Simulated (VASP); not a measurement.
Mg3SnO, 5 atoms in the cell. The structure is cubic, space group Pm-3m (No. 221). The conventional cell has a = 4.389 Å, b = 4.389 Å, c = 4.389 Å, α = 90.00°, β = 90.00°, γ = 90.00°. Within 4.1 Å of Sn (site symmetry m-3m) lie 12 Mg at 3.10 Å and 8 O at 3.80 Å. O (site symmetry m-3m) has 6 Mg at 2.19 Å within 2.9 Å. Mg (site symmetry 4/mmm) has 2 O at 2.19 Å within 2.9 Å. 

- Program: VASP 6.6.1
- Task: relaxation of cell and atoms
- Functional: LDA
- Potentials or basis: VASP PAW LDA potentials, release 64 (Sn_d, O, Mg)
- Cutoff: 600 eV
- k mesh: 6 × 6 × 6
- Occupations: fermi-dirac, width 0.02 eV
- Spin: no spin polarisation
- Dipole correction: no
- Further INCAR settings: ALGO = Normal; EDIFF = 1e-06; IBRION = 2; EDIFFG = -0.005; NSW = 80; ISIF = 3

Potentials or basis: VASP PAW LDA potentials, release 64 (Sn_d, O, Mg).

The run is started by

```sh
$ cat potpaw_LDA.64/Sn_d/POTCAR potpaw_LDA.64/O/POTCAR potpaw_LDA.64/Mg/POTCAR > POTCAR
$ mpirun -np 1 vasp_std > vasp.out
```

Hardware: 1 thread of Intel Xeon 8259CL, with other jobs on the host.

Task: Estimate the wall time of this run.

Result: Run time: 65 s on 1 thread of Intel Xeon 8259CL, on a shared host, peak memory 0.21 GiB. Counts: scf iterations 32, k points 20, ion steps 3.
